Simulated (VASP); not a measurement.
# Si (Fd-3m) in VASP: notebook

Runs on Si. Level: PBEsol. Tasks: vibrations by perturbation theory.

Everything below comes from runs of VASP 6.6.1. Logs are shortened: lines on timing, memory, paths and dates and some standing lists are left out, and cuts for length are marked.

## Step 1: The cell of the first run

It takes space group Fd-3m (No. 227, cubic). Conventional cell: a = 5.215 Å, b = 5.215 Å, c = 5.215 Å, α = 90.00°, β = 90.00°, γ = 90.00°. Si (site symmetry -43m) has 4 Si at 2.26 Å within 3.0 Å.

## Step 2: Vibrations by perturbation theory, PBEsol

INCAR reads:

```
ALGO = Normal
EDIFF = 1E-8
ENCUT = 520
GGA = PS
IBRION = 8
ISIF = 2
ISMEAR = 0
LASPH = True
LCHARG = False
LREAL = False
LWAVE = False
NBANDS = 11
NELM = 100
NSW = 1
PREC = Accurate
SIGMA = 0.01
```

KPOINTS reads:

```
k-points
0
Gamma
  8 8 8
```

POSCAR reads:

```
Si
1.0
    2.6073048185      2.6073048185      0.0000000000
   -2.6073048185      2.6073048185      0.0000000000
    0.0000000000      2.6073048185      2.6073048185
Si
2
Direct
    0.2500000000      0.7500000000      0.5000000000
    0.0000000000      0.0000000000      0.0000000000
```

Potentials or basis: VASP PAW PBE potentials, release 64 (Si).

Started as:

```console
$ cat potpaw_PBE.64/Si/POTCAR > POTCAR
$ mpirun -np 1 vasp_std > vasp.out
```

OUTCAR:

```text
EDIFF = 1E-8
   ENCUT = 520
   GGA = PS
   IBRION = 8
   ISIF = 2
   ISMEAR = 0
   LASPH = True
   LREAL = False
   NELM = 100
   NSW = 1
   PREC = Accurate

 ion  position               nearest neighbor table
   1  0.250  0.750  0.500-   2 2.26   2 2.26   2 2.26   2 2.26
   2  0.000  0.000  0.000-   1 2.26   1 2.26   1 2.26   1 2.26

  LATTYP: Found a face centered cubic cell.
 ALAT       =     5.2146096370

  Lattice vectors:

 A1 = (   0.0000000000,   2.6073048185,   2.6073048185)
 A2 = (   2.6073048185,   0.0000000000,   2.6073048185)
 A3 = (   2.6073048185,   2.6073048185,   0.0000000000)

Analysis of symmetry for initial positions (statically):
=====================================================================
 Subroutine PRICEL returns:
 Original cell was already a primitive cell.

 Routine SETGRP: Setting up the symmetry group for a
 face centered cubic supercell.

 Subroutine GETGRP returns: Found 48 space group operations
 (whereof 24 operations were pure point group operations)
 out of a pool of 48 trial point group operations.

The static configuration has the point symmetry T_d .
 The point group associated with its full space group is O_h .

Analysis of symmetry for dynamics (positions and initial velocities):
=====================================================================
 Subroutine PRICEL returns:
 Original cell was already a primitive cell.

 Routine SETGRP: Setting up the symmetry group for a
 face centered cubic supercell.

 Subroutine GETGRP returns: Found 48 space group operations
 (whereof 24 operations were pure point group operations)
 out of a pool of 48 trial point group operations.

The dynamic configuration has the point symmetry T_d .
 The point group associated with its full space group is O_h .

 Subroutine INISYM returns: Found 48 space group operations
 (whereof 24 operations are pure point group operations),
 and found     1 'primitive' translations

----------------------------------------------------------------------------------------

                                     Primitive cell

  volume of cell :      35.4491

  direct lattice vectors                    reciprocal lattice vectors
     2.607304818  2.607304818  0.000000000     0.191768909  0.191768909 -0.191768909
    -2.607304818  2.607304818  0.000000000    -0.191768909  0.191768909 -0.191768909
     0.000000000  2.607304818  2.607304818     0.000000000  0.000000000  0.383537818

  length of vectors
     3.687285836  3.687285836  3.687285836     0.332153493  0.332153493  0.383537818

  position of ions in fractional coordinates (direct lattice)
     0.250000000  0.750000000  0.500000000
     0.000000000  0.000000000  0.000000000

  ion indices of the primitive-cell ions
   primitive index   ion index
                 1           1
                 2           2

----------------------------------------------------------------------------------------

 KPOINTS: k-points

Automatic generation of k-mesh.
 Grid dimensions read from file:
 generate k-points for:    8    8    8

 Generating k-lattice:

  Cartesian coordinates                     Fractional coordinates (reciprocal lattice)
     0.023971114  0.023971114 -0.023971114     0.125000000  0.000000000  0.000000000
    -0.023971114  0.023971114 -0.023971114     0.000000000  0.125000000  0.000000000
     0.000000000  0.000000000  0.047942227     0.000000000  0.000000000  0.125000000

  Length of vectors
     0.041519187  0.041519187  0.047942227
[... 77 lines left out ...]
  Thomas-Fermi vector in A             =   2.128819
   LORBIT       =      0    0 simple, 1 ext, 2 COOP (PROOUT), +10 PAW based schemes
   GGA     = PS    functional components
   LHFCALC =     F    Hartree Fock is set to
   AEXX    =    0.0000 exact exchange contribution
   IVDW    =     0    specifies the selected vdW correction
   LEPSILON=     F    determine dielectric tensor
   LRPA    =     F    only Hartree local field effects (RPA)
 non-spin polarized calculation
 Gauss-broadening in eV      SIGMA  =   0.01
  energy-cutoff  :      520.00
  volume of cell :       35.45
 maximum number of plane-waves:       982
   NGX = 13   NGY = 13   NGZ = 13

--------------------------------------- Ionic step        1  -------------------------------------------

 number of electron       7.9999999 magnetization

 Free energy of the ion-electron system (eV)
  ---------------------------------------------------
  ext. energy  EPLUGINS =         0.00000000
  ---------------------------------------------------
  free energy    TOTEN  =       -11.28866283 eV

  energy without entropy =      -11.28866283  energy(sigma->0) =      -11.28866283

 E-fermi :   7.2133     XC(G=0): -10.0270

 val. band max:        7.0969067378   @ k =   0.0000   0.0000   0.0000
 cond. band min:       7.3799054654   @ k =  -0.3750   0.3750   0.0000
 fundamental gap:      0.2829987276
 Fermi energy:         7.2132638839

 k-point     1 :       0.0000    0.0000    0.0000
  band No.  band energies     occupation
      1      -5.7809      2.00000
      2       7.0969      2.00000
      3       7.0969      2.00000
      4       7.0969      2.00000
      5       9.6520      0.00000
      6       9.6520      0.00000
      7       9.6520      0.00000
      8      11.8653      0.00000
      9      14.8380      0.00000
     10      14.8380      0.00000
     11      15.3279      0.00000
[... 309 lines left out ...]
 k-point    24 :       0.5000    0.2500    0.1250
  band No.  band energies     occupation
      1      -2.5088      2.00000
      2      -0.2223      2.00000
      3       3.2604      2.00000
      4       4.6255      2.00000
      5      10.0300      0.00000
      6      10.3214      0.00000
      7      13.2817      0.00000
      8      14.5149      0.00000
      9      14.9375      0.00000
     10      17.9934      0.00000
     11      19.6333      0.00000

 [... further k-points ...]

------------------------ aborting loop because EDIFF is reached ----------------------------------------

  FORCE on cell =-STRESS in cart. coord.  units (eV):
  Direction    XX          YY          ZZ          XY          YZ          ZX
  --------------------------------------------------------------------------------------
  -------------------------------------------------------------------------------------
  Total        3.3574012      3.3574012      3.3574012      0.0000000      0.0000000      0.0000000
  in kB      151.7429094    151.7429094    151.7429094      0.0000000      0.0000000      0.0000000
  external PRESSURE =     151.7429094 kB  Pullay stress =       0.0000000 kB

 VOLUME and BASIS-vectors are now :
 -----------------------------------------------------------------------------
  energy-cutoff  :      520.00
  volume of cell :       35.45
      direct lattice vectors                 reciprocal lattice vectors
     2.607304818  2.607304818  0.000000000     0.191768909  0.191768909 -0.191768909
    -2.607304818  2.607304818  0.000000000    -0.191768909  0.191768909 -0.191768909
     0.000000000  2.607304818  2.607304818     0.000000000  0.000000000  0.383537818

 POSITION                                       TOTAL-FORCE (eV/Angst)
 -----------------------------------------------------------------------------------
     -1.30365      3.91096      1.30365        -0.000000     -0.000000     -0.000000
      0.00000      0.00000      0.00000         0.000000      0.000000      0.000000
 -----------------------------------------------------------------------------------
    total drift:                                0.000000     -0.000000     -0.000000

  FREE ENERGIE OF THE ION-ELECTRON SYSTEM (eV)
  ---------------------------------------------------
  free  energy   TOTEN  =       -11.2886628255 eV

  energy  without entropy=      -11.2886628255  energy(sigma->0) =      -11.28866283

[... ionic steps 2 to 3 ...]

--------------------------------------- Ionic step        4  -------------------------------------------

 Free energy of the ion-electron system (eV)
  ---------------------------------------------------
  ---------------------------------------------------
  free energy    TOTEN  =        -0.01772637 eV

  energy without entropy =       -0.01772637

------------------------ aborting loop because EDIFF is reached ----------------------------------------

 INTERNAL STRAIN TENSOR  FOR ION    1  DIRECTION 1   (eV/Angst):
 -----------------------------------------------------------------------------
     0.02285  0.00000  0.00000
     0.00000 -0.01284-15.76222
     0.00000-15.76222 -0.01284

 INTERNAL STRAIN TENSOR FOR ION    2 for displacements in x,y,z  (eV/Angst):
          X           Y           Z          XY          YZ          ZX
  --------------------------------------------------------------------------------
  x    -0.00000     0.00000     0.00000     0.00000    15.76222     0.00000
  y     0.00000     0.00000     0.00000     0.00000     0.00000    15.76222
  z     0.00000     0.00000    -0.00000    15.76222     0.00000     0.00000

 SECOND DERIVATIVES (NOT SYMMETRIZED)
 ------------------------------------
               1X          1Y          1Z          2X          2Y          2Z
  1X   -17.108264    0.000000    0.000000   17.108264    0.000000    0.000000
  1Y     0.000000  -17.108264    0.000000    0.000000   17.108264    0.000000
  1Z     0.000000    0.000000  -17.108264    0.000000    0.000000   17.108264
  2X    17.108264    0.000000    0.000000  -17.108264    0.000000    0.000000
  2Y     0.000000   17.108264    0.000000    0.000000  -17.108264    0.000000
  2Z     0.000000    0.000000   17.108264    0.000000    0.000000  -17.108264

 Eigenvectors and eigenvalues of the dynamical matrix
 ----------------------------------------------------

   1 f  =   17.255656 THz   108.420486 2PiTHz  575.586740 cm-1    71.363628 meV
             X         Y         Z           dx          dy          dz
     -1.303652  3.910957  1.303652     0.000000   -0.707107    0.000000
      0.000000  0.000000  0.000000     0.000000    0.707107    0.000000
[... 21 lines left out ...]
   6 f  =    0.000000 THz     0.000000 2PiTHz    0.000000 cm-1     0.000000 meV
             X         Y         Z           dx          dy          dz
     -1.303652  3.910957  1.303652     0.000000    0.000000    0.707107
      0.000000  0.000000  0.000000     0.000000    0.000000    0.707107

--------------------------------------------------------------------------------------------------------

 ELASTIC MODULI CONTR FROM IONIC RELAXATION (kBar)
 Direction    XX          YY          ZZ          XY          YZ          ZX
 --------------------------------------------------------------------------------
 XX          -0.0000     -0.0000      0.0000     -0.0000      0.0000     -0.0000
 YY          -0.0000     -0.0000     -0.0000     -0.0000     -0.0000     -0.0000
 ZZ           0.0000     -0.0000     -0.0000      0.0000     -0.0000     -0.0000
 XY          -0.0000     -0.0000      0.0000   -656.3475      0.0000      0.0000
 YZ           0.0000     -0.0000     -0.0000      0.0000   -656.3475      0.0000
 ZX          -0.0000     -0.0000     -0.0000      0.0000      0.0000   -656.3475
 --------------------------------------------------------------------------------
```

Run time: 1.7 min. Hardware: 1 thread of Intel Xeon 8259CL, shared host; peak memory 0.21 GiB.

What came out:

- Highest phonon frequency at Γ: 576 cm⁻¹

Phonon frequencies in cm⁻¹ (negative: imaginary):
| q point | frequencies |
| --- | --- |
| (0.000, 0.000, 0.000) | 0 0 0 576 576 576 |

Caveat: the cell stands under pressure or tension, which shifts response properties; the PAW data sets were made with another functional, which shifts forces and pressure a little.

## Step 3: Vibrations by perturbation theory, PBEsol

This run uses another cell than the first one, of 18.36 Å³/atom.

INCAR reads:

```
  PREC = Accurate
  ENCUT = 520
  EDIFF = 1E-8
  ISMEAR = 0
  SIGMA = 0.01
  LREAL = False
  LASPH = True
  NELM = 80
  ALGO = Normal
  ISIF = 2
  LWAVE = False
  LCHARG = False
  GGA = PS
  IBRION = 8
  NSW = 1
```

KPOINTS reads:

```
regular mesh
0
Gamma
  8 8 8
```

POSCAR reads:

```
Si
1.0
    2.6380903573      2.6380903573      0.0000000000
   -2.6380903573      2.6380903573      0.0000000000
    0.0000000000      2.6380903573      2.6380903573
Si
2
Direct
    0.2500000000      0.7500000000      0.5000000000
    0.0000000000      0.0000000000      0.0000000000
```

Potentials or basis: VASP PAW PBE potentials, release 64 (Si).

Started as:

```console
$ cat potpaw_PBE.64/Si/POTCAR > POTCAR
$ mpirun -np 1 vasp_std > vasp.out
```

OUTCAR:

```text
PREC = Accurate
   ENCUT = 520
   EDIFF = 1E-8
   ISMEAR = 0
   LREAL = False
   LASPH = True
   NELM = 80
   ISIF = 2
   GGA = PS
   IBRION = 8
   NSW = 1

 ion  position               nearest neighbor table
   1  0.250  0.750  0.500-   2 2.28   2 2.28   2 2.28   2 2.28
   2  0.000  0.000  0.000-   1 2.28   1 2.28   1 2.28   1 2.28

  LATTYP: Found a face centered cubic cell.
 ALAT       =     5.2761807146

  Lattice vectors:

 A1 = (   0.0000000000,   2.6380903573,   2.6380903573)
 A2 = (   2.6380903573,   0.0000000000,   2.6380903573)
 A3 = (   2.6380903573,   2.6380903573,   0.0000000000)

Analysis of symmetry for initial positions (statically):
=====================================================================
 Subroutine PRICEL returns:
 Original cell was already a primitive cell.

 Routine SETGRP: Setting up the symmetry group for a
 face centered cubic supercell.

 Subroutine GETGRP returns: Found 48 space group operations
 (whereof 24 operations were pure point group operations)
 out of a pool of 48 trial point group operations.

The static configuration has the point symmetry T_d .
 The point group associated with its full space group is O_h .

Analysis of symmetry for dynamics (positions and initial velocities):
=====================================================================
 Subroutine PRICEL returns:
 Original cell was already a primitive cell.

 Routine SETGRP: Setting up the symmetry group for a
 face centered cubic supercell.

 Subroutine GETGRP returns: Found 48 space group operations
[... 447 lines left out ...]
 -----------------------------------------------------------------------------------
     -1.31905      3.95714      1.31905         0.000000     -0.000000     -0.000000
      0.00000      0.00000      0.00000        -0.000000      0.000000      0.000000
 -----------------------------------------------------------------------------------
    total drift:                                0.000000      0.000000     -0.000000

  FREE ENERGIE OF THE ION-ELECTRON SYSTEM (eV)
  ---------------------------------------------------
  free  energy   TOTEN  =       -11.3884855532 eV

  energy  without entropy=      -11.3884855532  energy(sigma->0) =      -11.38848555

[... ionic steps 2 to 3 ...]

--------------------------------------- Ionic step        4  -------------------------------------------

 Free energy of the ion-electron system (eV)
  ---------------------------------------------------
  ---------------------------------------------------
  free energy    TOTEN  =        -0.01759296 eV

  energy without entropy =       -0.01759296

------------------------ aborting loop because EDIFF is reached ----------------------------------------

 INTERNAL STRAIN TENSOR  FOR ION    1  DIRECTION 1   (eV/Angst):
 -----------------------------------------------------------------------------
     0.02196  0.00000  0.00000
     0.00000 -0.01232-13.83803
     0.00000-13.83803 -0.01232

 INTERNAL STRAIN TENSOR FOR ION    2 for displacements in x,y,z  (eV/Angst):
          X           Y           Z          XY          YZ          ZX
  --------------------------------------------------------------------------------
  x     0.00000     0.00000     0.00000     0.00000    13.83803     0.00000
  y     0.00000     0.00000     0.00000     0.00000     0.00000    13.83803
  z     0.00000     0.00000     0.00000    13.83803     0.00000     0.00000

 SECOND DERIVATIVES (NOT SYMMETRIZED)
 ------------------------------------
               1X          1Y          1Z          2X          2Y          2Z
  1X   -15.957641    0.000000    0.000000   15.957641    0.000000    0.000000
  1Y     0.000000  -15.957641    0.000000    0.000000   15.957641    0.000000
  1Z     0.000000    0.000000  -15.957641    0.000000    0.000000   15.957641
  2X    15.957641    0.000000    0.000000  -15.957641    0.000000    0.000000
  2Y     0.000000   15.957641    0.000000    0.000000  -15.957641    0.000000
  2Z     0.000000    0.000000   15.957641    0.000000    0.000000  -15.957641

 Eigenvectors and eigenvalues of the dynamical matrix
 ----------------------------------------------------

   1 f  =   16.665289 THz   104.711101 2PiTHz  555.894217 cm-1    68.922068 meV
             X         Y         Z           dx          dy          dz
     -1.319045  3.957136  1.319045     0.000000   -0.707107    0.000000
      0.000000  0.000000  0.000000     0.000000    0.707107    0.000000
[... 21 lines left out ...]
   6 f  =    0.000000 THz     0.000000 2PiTHz    0.000000 cm-1     0.000000 meV
             X         Y         Z           dx          dy          dz
     -1.319045  3.957136  1.319045     0.000000    0.000000    0.707107
      0.000000  0.000000  0.000000     0.000000    0.000000    0.707107

--------------------------------------------------------------------------------------------------------

 ELASTIC MODULI CONTR FROM IONIC RELAXATION (kBar)
 Direction    XX          YY          ZZ          XY          YZ          ZX
 --------------------------------------------------------------------------------
 XX          -0.0000     -0.0000     -0.0000     -0.0000      0.0000     -0.0000
 YY          -0.0000     -0.0000     -0.0000     -0.0000     -0.0000      0.0000
 ZZ          -0.0000     -0.0000     -0.0000      0.0000     -0.0000     -0.0000
 XY          -0.0000     -0.0000      0.0000   -523.5897      0.0000      0.0000
 YZ           0.0000     -0.0000     -0.0000      0.0000   -523.5897      0.0000
 ZX          -0.0000      0.0000     -0.0000      0.0000      0.0000   -523.5897
 --------------------------------------------------------------------------------
```

OSZICAR:

```text
N       E                     dE             d eps       ncg     rms          rms(c)
DAV:   1     0.638608729718E+01    0.63861E+01   -0.34838E+03   464   0.800E+02
DAV:   2    -0.114423596087E+02   -0.17828E+02   -0.16798E+02   712   0.847E+01
DAV:   3    -0.116697860445E+02   -0.22743E+00   -0.22743E+00   552   0.119E+01
DAV:   4    -0.116707757566E+02   -0.98971E-03   -0.98971E-03   752   0.818E-01
[... 25 lines left out ...]
RMM:   8    -0.175930235192E-01   -0.53496E-08   -0.41533E-07  2622   0.837E-05    0.281E-05
RMM:   9    -0.175929580445E-01    0.65475E-07   -0.10577E-07  2606   0.392E-05    0.614E-06
RMM:  10    -0.175929711611E-01   -0.13117E-07    0.88266E-09  2671   0.139E-05    0.312E-06
RMM:  11    -0.175929555354E-01    0.15626E-07    0.23345E-08  2369   0.887E-06    0.380E-07
RMM:  12    -0.175929580825E-01   -0.25470E-08    0.11337E-11  1527   0.616E-06    0.206E-07
 Linear response finished
```

Run time: 87 s. Hardware: 1 thread of Intel Xeon 8259CL, shared host; peak memory 0.2 GiB.

What came out:

```
Highest phonon frequency at Γ : 556 cm⁻¹
```

Phonon frequencies in cm⁻¹ (negative: imaginary):
```tsv
q point	frequencies
(0.000, 0.000, 0.000)	0 0 0 556 556 556
```

Caveat: the cell stands under pressure or tension, which shifts response properties; the PAW data sets were made with another functional, which shifts forces and pressure a little.

(Part 1 of 3 ends here.)
